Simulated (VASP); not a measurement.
**MgH2: single point with PBEsol**

The system is MgH2.

```xyz
3
Lattice="0.0000 2.3811 2.3811 2.3811 0.0000 2.3811 2.3811 2.3811 0.0000" Properties=species:S:1:pos:R:3 pbc="T T T"
Mg    0.0082    0.0000   -0.0006
H     3.5281    3.5628    3.5736
H     1.0357    1.1985    1.2026
```

* Program: VASP 6.6.1
* Task: single point
* Functional: PBEsol
* Potentials or basis: VASP PAW PBE potentials, release 64 (Mg, H)
* Cutoff: 600 eV
* k mesh: 5 × 5 × 5
* Occupations: fermi-dirac, width 0.05 eV
* Spin: no spin polarisation

The pressure is -0.8 GPa, the largest force is 0.415 eV/Å and the band gap on the k mesh is zero (band 2 reaches 4.01 eV, above the bottom of band 3 at 2.90 eV).

Forces on the atoms (eV/Å):
```
Mg  -0.326  0.013  0.038
H   -0.083  0.039  0.007
H    0.409 -0.052 -0.045
```

Stress tensor (GPa, compression positive):
```
-0.69 -0.06 -0.15
-0.06 -0.82  0.63
-0.15  0.63 -0.83
```

Levels at points of the mesh, in eV from the Fermi level:
| k point | band 1 | band 2 | band 3 | band 4 | band 5 | band 6 |
| --- | --- | --- | --- | --- | --- | --- |
| (0.00, 0.00, 0.00) | -9.87 | 1.21 | 9.26 | 9.34 | 9.37 | 11.79 |

Wall time 8.5 s on 1 thread of Intel(R) Xeon(R) 6975P-C (Granite Rapids) (shared host), peak memory 0.16 GiB.

Caveat: the k points lie up to 0.46 Å⁻¹ apart; the PAW data sets were made with another functional, which shifts forces and pressure a little.
